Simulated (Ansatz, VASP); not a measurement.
Two plane-wave programs on TaN

File INCAR:

```
  PREC = Accurate
  ENCUT = 520
  EDIFF = 1E-6
  ISMEAR = 0
  SIGMA = 0.15
  LREAL = F
  LASPH = T
  NELM = 60
  ALGO = Normal
  ISIF = 2
  LWAVE = F
  LCHARG = T
  GGA = PS
  LELF = T
  LVHAR = T
  NBANDS = 15
```

Contents of KPOINTS:

```
Automatic mesh
0
Gamma
  18 18 18
```

The input POSCAR:

```
TaN
1.0
    0.0000000000      2.1245250000      2.0700500000
    2.1245250000      0.0000000000      2.0700500000
    2.1245250000      2.1245250000      0.0000000000
Ta N
1 1
Direct
    0.5000000000      0.5000000000      0.5000000000
    0.0000000000      0.0000000000      0.0000000000
```

Input for Ansatz:

```yaml
crystal:
  lattice:
    - [0.0, 2.124525, 2.07005]
    - [2.124525, 0.0, 2.07005]
    - [2.124525, 2.124525, 0.0]
  atoms:
    - { symbol: Ta, position: [0.5, 0.5, 0.5] }
    - { symbol: "N", position: [0.0, 0.0, 0.0] }
basis:
  ecutwfc: 420
kpoints:
  mp_grid: { grid: [18, 18, 18] }
hamiltonian:
  xc: pbesol
scf:
  occupations: { method: gaussian, width: 0.15 }
output:
  forces: true
  stress: true
  eigenvalues: true
```

Change from the starting cell: strain -0.025 along x and y, -0.050 along z, atoms carried along.

Alike in both runs: task single point; functional PBEsol; k mesh 18 × 18 × 18; occupations gaussian, width 0.15 eV; no spin polarisation.

|  | VASP | Ansatz |
| --- | --- | --- |
| version | VASP 6.6.1 | Ansatz 0.2.0 |
| potentials or method | VASP PAW PBE potentials, release 64 (Ta_pv, N), cutoff 520 eV | scalar-relativistic, plane waves, PAW |
| valence electrons in the cell | 16 | 18 |

VASP gave:

* gap on the k mesh at the Fermi level (eV): none
* pressure (GPa): 54.9
* traceless stress, the component that is largest in VASP (GPa): 19.42

**Question.** What did Ansatz give for the same quantities?

**Answer.** gap on the k mesh at the Fermi level (eV): none; pressure (GPa): 53.1; traceless stress, the component that is largest in VASP (GPa): 19.19.

VASP's potentials were made for PBE, not for PBEsol. A gap of «none» marks a metal or a gap that the smearing closes. Both programs put the cell under a high pressure, so it lies far from rest at this level. The functional is the same, so the differences come from potentials, cutoffs and numerics. VASP's potentials hold 16 valence electrons a cell and Ansatz's 18, so a difference there can come from the potentials and not from the codes.

Neither program's run includes spin-orbit coupling.
